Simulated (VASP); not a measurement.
# SrC3 (P1) in VASP: relaxation of cell and atoms with PBE

Aim: the relaxation of cell and atoms of SrC3 with PBE.

All numbers are computed with VASP 6.6.1; they aren't measurements. Logs are shortened: lines on timing, memory, paths and dates and some standing lists are left out, and cuts for length are marked.

### 1 The cell of the first run

The typed cell holds 4 atoms: a = 4.706 Å, b = 4.884 Å, c = 2.940 Å, α = 111.82°, β = 94.56°, γ = 63.67°.

The cell was generated, and may not be a known phase.

### 2 Relaxation of cell and atoms, PBE

Input file INCAR:

```
SYSTEM = SrC3
PREC = Accurate ; ENCUT = 600
EDIFF = 1E-7 ; ISMEAR = 0
SIGMA = 0.1 ; LREAL = .False.
LASPH = .True. ; NELM = 60
ALGO = Normal ; ISIF = 3
LWAVE = .False. ; LCHARG = .False.
GGA = PE ; IBRION = 2
NSW = 90 ; EDIFFG = -0.04
```

Input file KPOINTS:

```
Automatic mesh
0
Gamma
  4 4 6
  0 0 0
```

Input file POSCAR:

```
SrC3
1.0
    4.7057785229      0.0000000000      0.0000000000
    2.1661291441      4.3772897400      0.0000000000
   -0.2335639850     -1.1039176387      2.7153551659
Sr C
1 3
Direct
    0.1158326043      0.2317543826      0.4444433426
    0.3180663700      0.7561781047      0.5988443216
    0.7695171151      0.9080164835      0.4038993560
    0.3568966862      0.4731067936      0.8380145825
```

Potentials or basis: VASP PAW PBE potentials, release 64 (Sr_sv, C).

Run with:

```bash
$ cat potpaw_PBE.64/Sr_sv/POTCAR potpaw_PBE.64/C/POTCAR > POTCAR
$ mpirun -np 1 vasp_std > vasp.out
```

OUTCAR:

```text
SYSTEM = SrC3
   PREC = Accurate
   ENCUT = 600
   EDIFF = 1E-7
   ISMEAR = 0
   LREAL = .False.
   LASPH = .True.
   NELM = 60
   ISIF = 3
   GGA = PE
   IBRION = 2
   NSW = 90
   EDIFFG = -0.04

 ion  position               nearest neighbor table
   1  0.116  0.232  0.444-   4 1.99   2 2.29   2 2.57   3 2.70   3 2.75   2 2.98   4 2.99   3 3.01
                             4 3.14   3 3.25   4 3.38   2 3.43   3 3.52
   2  0.318  0.756  0.599-   4 1.71   1 2.29   1 2.57   1 2.98   1 3.43
   3  0.770  0.908  0.404-   1 2.70   1 2.75   1 3.01   1 3.25   1 3.52
   4  0.357  0.473  0.838-   2 1.71   1 1.99   1 2.99   1 3.14   1 3.38

  LATTYP: Found a triclinic cell.
 ALAT       =     2.9404659435
 B/A-ratio  =     2.4602143512
 C/A-ratio  =     1.6609377506
 COS(alpha) =     0.0136669563
 COS(beta)  =     0.3717070570
 COS(gamma) =     0.7612680514

  Lattice vectors:

 A1 = (   0.2335639850,   1.1039176387,  -2.7153551659)
 A2 = (  -4.2386505529,   2.2078352774,  -5.4307103318)
 A3 = (   2.1661291441,   4.3772897400,   0.0000000000)

Analysis of symmetry for initial positions (statically):
=====================================================================
 Subroutine PRICEL returns:
 Original cell was already a primitive cell.

 Routine SETGRP: Setting up the symmetry group for a
 triclinic supercell.

 Subroutine GETGRP returns: Found  1 space group operations
 (whereof  1 operations were pure point group operations)
 out of a pool of  2 trial point group operations.

The static configuration has the point symmetry C_1 .

Analysis of symmetry for dynamics (positions and initial velocities):
=====================================================================
 Subroutine PRICEL returns:
 Original cell was already a primitive cell.

 Routine SETGRP: Setting up the symmetry group for a
 triclinic supercell.

 Subroutine GETGRP returns: Found  1 space group operations
 (whereof  1 operations were pure point group operations)
 out of a pool of  2 trial point group operations.

The dynamic configuration has the point symmetry C_1 .

 Subroutine INISYM returns: Found  1 space group operations
 (whereof  1 operations are pure point group operations),
 and found     1 'primitive' translations

----------------------------------------------------------------------------------------

                                     Primitive cell

  volume of cell :      55.9324

  direct lattice vectors                    reciprocal lattice vectors
     4.705778523  0.000000000  0.000000000     0.212504689 -0.105159271 -0.024473311
     2.166129144  4.377289740  0.000000000     0.000000000  0.228451864  0.092876264
    -0.233563985 -1.103917639  2.715355166     0.000000000  0.000000000  0.368275949

  length of vectors
     4.705778523  4.883930890  2.940465944     0.238360353  0.246609518  0.368275949

  position of ions in fractional coordinates (direct lattice)
     0.115832604  0.231754383  0.444443343
     0.318066370  0.756178105  0.598844322
     0.769517115  0.908016483  0.403899356
     0.356896686  0.473106794  0.838014583

  ion indices of the primitive-cell ions
   primitive index   ion index
                 1           1
                 2           2
                 3           3
                 4           4

----------------------------------------------------------------------------------------

 KPOINTS: Automatic mesh

Automatic generation of k-mesh.
 Grid dimensions read from file:
 generate k-points for:    4    4    6

 Generating k-lattice:

  Cartesian coordinates                     Fractional coordinates (reciprocal lattice)
     0.053126172 -0.026289818 -0.006118328     0.250000000  0.000000000 -0.000000000
     0.000000000  0.057112966  0.023219066     0.000000000  0.250000000  0.000000000
     0.000000000  0.000000000  0.061379325     0.000000000  0.000000000  0.166666667

  Length of vectors
     0.059590088  0.061652380  0.061379325

  Shift w.r.t. Gamma in fractional coordinates (k-lattice)
     0.000000000  0.000000000  0.000000000

 Subroutine IBZKPT returns following result:
 ===========================================

 Found     52 irreducible k-points:

 Following reciprocal coordinates:
            Coordinates               Weight
  0.000000  0.000000  0.000000      1.000000
  0.250000  0.000000  0.000000      2.000000
  0.500000  0.000000  0.000000      1.000000
  0.000000  0.250000 -0.000000      2.000000
  0.250000  0.250000  0.000000      2.000000
  0.500000  0.250000  0.000000      2.000000
[... 16 lines left out ...]
  0.000000 -0.250000  0.166667      2.000000
  0.250000 -0.250000  0.166667      2.000000
 [... further k-points ...]
   k-points           NKPTS =     52   k-points in BZ     NKDIM =     52   number of bands    NBANDS=     15
   number of dos      NEDOS =    301   number of ions     NIONS =      4
   total plane-waves  NPLWV =  38400
   dimension x,y,z NGX =    40 NGY =   40 NGZ =   24
   dimension x,y,z NGXF=    80 NGYF=   80 NGZF=   48
   ions per type =               1   3
   NGX,Y,Z   is equivalent  to a cutoff of  14.13, 13.62, 13.57 a.u.
   NGXF,Y,Z  is equivalent  to a cutoff of  28.26, 27.23, 27.14 a.u.
 SYSTEM =  SrC3
   PREC   = accura    normal or accurate (medium, high low for compatibility)
   ISTART =      0    job   : 0-new  1-cont  2-samecut
   ICHARG =      2    charge: 1-file 2-atom 10-const
   ISPIN  =      1    spin polarized calculation?
   LNONCOLLINEAR =      F non collinear calculations
   LSORBIT =      F    spin-orbit coupling
   LASPH  =      T    aspherical Exc in radial PAW
   ENCUT  =  600.0 eV  44.10 Ry    6.64 a.u.   9.40  9.75  5.87*2*pi/ulx,y,z
   NELM   =     60;   NELMIN=  2; NELMDL= -5     # of ELM steps
   EDIFF  = 0.1E-06   stopping-criterion for ELM
   LREAL  =      F    real-space projection
   EDIFFG = -.4E-01   stopping-criterion for IOM
   NSW    =     90    number of steps for IOM
   IBRION =      2    ionic relax: 0-MD 1-quasi-New 2-CG
   NFREE  =      1    steps in history (QN), initial steepest desc. (CG)
   ISIF   =      3    stress and relaxation
   ISYM   =      2    0-nonsym 1-usesym 2-fastsym
   POTIM  = 0.5000    time-step for ionic-motion
   TEBEG  =    0.0;   TEEND  =   0.0 temperature during run
   PSTRESS=    0.0 pullay stress
   NELECT =      22.0000    total number of electrons
   NUPDOWN=      -1.0000    fix difference up-down
   EMIN   =  10.00;   EMAX   =-10.00  energy-range for DOS
   EFERMI =   0.00;   METHOD = LEGACY
   ISMEAR =     0;   SIGMA  =   0.10  broadening in eV -4-tet -1-fermi 0-gaus
   EFERMI_NEDOS =   21; number of points for ismear=-14 and -15
   IALGO  =     38    algorithm
   IMIX   =      4    mixing-type and parameters
     AMIX     =   0.40;   BMIX     =  1.00
     AMIX_MAG =   1.60;   BMIX_MAG =  1.00
  volume/ion in A,a.u.               =      13.98        94.36
  Fermi-wavevector in a.u.,A,eV,Ry     =   1.199484  2.266697 19.575555  1.438763
  Thomas-Fermi vector in A             =   2.335346
   LORBIT       =      0    0 simple, 1 ext, 2 COOP (PROOUT), +10 PAW based schemes
   GGA     = PE    functional components
   LHFCALC =     F    Hartree Fock is set to
   AEXX    =    0.0000 exact exchange contribution
   IVDW    =     0    specifies the selected vdW correction
   LEPSILON=     F    determine dielectric tensor
   LRPA    =     F    only Hartree local field effects (RPA)
 conjugate gradient relaxation of ions
 non-spin polarized calculation
 Gauss-broadening in eV      SIGMA  =   0.10
  energy-cutoff  :      600.00
  volume of cell :       55.93
 maximum number of plane-waves:      1880
 NGX is ok and might be reduce to    40
   NGX = 19   NGY = 19   NGZ = 11

--------------------------------------- Ionic step        1  -------------------------------------------

 number of electron      22.0000000 magnetization

 Free energy of the ion-electron system (eV)
  ---------------------------------------------------
  ext. energy  EPLUGINS =         0.00000000
  ---------------------------------------------------
  free energy    TOTEN  =       -17.50042842 eV

  energy without entropy =      -17.48635680  energy(sigma->0) =      -17.49339261

------------------------ aborting loop because EDIFF is reached ----------------------------------------

  FORCE on cell =-STRESS in cart. coord.  units (eV):
  Direction    XX          YY          ZZ          XY          YZ          ZX
  --------------------------------------------------------------------------------------
  -------------------------------------------------------------------------------------
  Total        4.6466825     -2.2523691      1.6882139      3.0034258      0.3177122      6.6903373
  in kB      133.1037108    -64.5188665     48.3587005     86.0328009      9.1008309    191.6439779
  external PRESSURE =      38.9811816 kB  Pullay stress =       0.0000000 kB
[... 95 lines left out ...]
  FREE ENERGIE OF THE ION-ELECTRON SYSTEM (eV)
  ---------------------------------------------------
  free  energy   TOTEN  =       -21.2576525837 eV

  energy  without entropy=      -21.2486201003  energy(sigma->0) =      -21.25313634

[... ionic steps 4 to 70 ...]

--------------------------------------- Ionic step       71  -------------------------------------------

 number of electron      22.0000000 magnetization

------------------------ aborting loop because EDIFF is reached ----------------------------------------
[... 71 lines left out ...]
--------------------------------------- Ionic step       73  -------------------------------------------

 number of electron      22.0000000 magnetization

 Free energy of the ion-electron system (eV)
  ---------------------------------------------------
  ext. energy  EPLUGINS =         0.00000000
  ---------------------------------------------------
  free energy    TOTEN  =       -26.65833861 eV

  energy without entropy =      -26.65029039  energy(sigma->0) =      -26.65431450

 E-fermi :   7.0862     XC(G=0): -11.2548

 val. band max:        7.0710528632   @ k =   0.2500   0.2500   0.0000
 cond. band min:       7.0928290933   @ k =   0.2500   0.5000   0.1667
 fundamental gap:      0.0217762301
 Fermi energy:         7.0862439537

 k-point     1 :       0.0000    0.0000    0.0000
  band No.  band energies     occupation
      1     -29.3043      2.00000
      2     -11.7236      2.00000
      3     -11.5478      2.00000
      4     -11.0457      2.00000
      5      -9.6455      2.00000
      6      -4.6538      2.00000
      7      -3.2708      2.00000
      8       0.5360      2.00000
      9       1.3955      2.00000
     10       4.1280      2.00000
     11       6.3239      2.00000
     12       6.9685      1.90400
     13       8.4625      0.00000
     14       9.8344      0.00000
[... 401 lines left out ...]
      2     -11.8978      2.00000
      3     -11.3600      2.00000
      4     -10.8146      2.00000
      5      -9.5344      2.00000
      6      -8.0010      2.00000
      7      -0.9891      2.00000
      8      -0.2398      2.00000
      9       1.6899      2.00000
     10       2.7762      2.00000
     11       7.8256      0.00000
     12       8.6328      0.00000
     13       9.3033      0.00000
     14      11.4296      0.00000
     15      12.5083      0.00000

 [... further k-points ...]

------------------------ aborting loop because EDIFF is reached ----------------------------------------

  FORCE on cell =-STRESS in cart. coord.  units (eV):
  Direction    XX          YY          ZZ          XY          YZ          ZX
  --------------------------------------------------------------------------------------
  -------------------------------------------------------------------------------------
  Total        0.0499727     -0.0279795      0.0006365     -0.0005828     -0.0253886     -0.0115425
  in kB        1.8097011     -1.0132430      0.0230514     -0.0211071     -0.9194173     -0.4179985
  external PRESSURE =       0.2731698 kB  Pullay stress =       0.0000000 kB
[... 19 lines left out ...]
  FREE ENERGIE OF THE ION-ELECTRON SYSTEM (eV)
  ---------------------------------------------------
  free  energy   TOTEN  =       -26.6583386094 eV

  energy  without entropy=      -26.6502903893  energy(sigma->0) =      -26.65431450

 reached required accuracy - stopping structural energy minimisation
```

Run time: 32 min. Hardware: 1 thread of Intel Xeon Platinum 8488C (Sapphire Rapids), shared host; peak memory 0.24 GiB.

Results:

- Free energy: -26.6583 eV
- Relaxed volume: 11.06 Å³/atom
- Relaxed cell: a = 5.190 Å, b = 5.432 Å, c = 2.773 Å, α = 120.81°, β = 105.61°, γ = 42.17°
- Space group after relaxing (to 0.1 Å): Cm (No. 8)
- Pressure after relaxing: 0.0 GPa
- Largest force after relaxing: 0.025 eV/Å
- Band gap on the k mesh: zero (bands 11 and 12 overlap by 1.37 eV)

Forces in eV/Å, atoms in the order of the input:
```
Sr  -0.002  0.001 -0.017
C    0.005  0.004  0.003
C   -0.006 -0.001  0.024
C    0.002 -0.004 -0.010
```

Final structure:
```cif
data_structure
_symmetry_space_group_name_H-M 'P 1'
_symmetry_Int_Tables_number 1
_cell_length_a 5.1901
_cell_length_b 5.4325
_cell_length_c 2.7727
_cell_angle_alpha 120.807
_cell_angle_beta 105.613
_cell_angle_gamma 42.170
_cell_volume 44.24
loop_
_atom_site_label
_atom_site_type_symbol
_atom_site_fract_x
_atom_site_fract_y
_atom_site_fract_z
_atom_site_occupancy
Sr1 Sr 0.01363 0.33175 0.49862 1
C1 C 0.24350 0.64176 0.42153 1
C2 C 0.82695 0.97914 0.55043 1
C3 C 0.47623 0.41641 0.81462 1
```

Caveat: the k points lie up to 0.46 Å⁻¹ apart in the final cell, too coarse for converged energies and pressures of a metal; the volume moved by over 15 % at a fixed basis, so the end points are rough.

The gap in the log of VASP goes by the Fermi energy; the results here count the filled bands.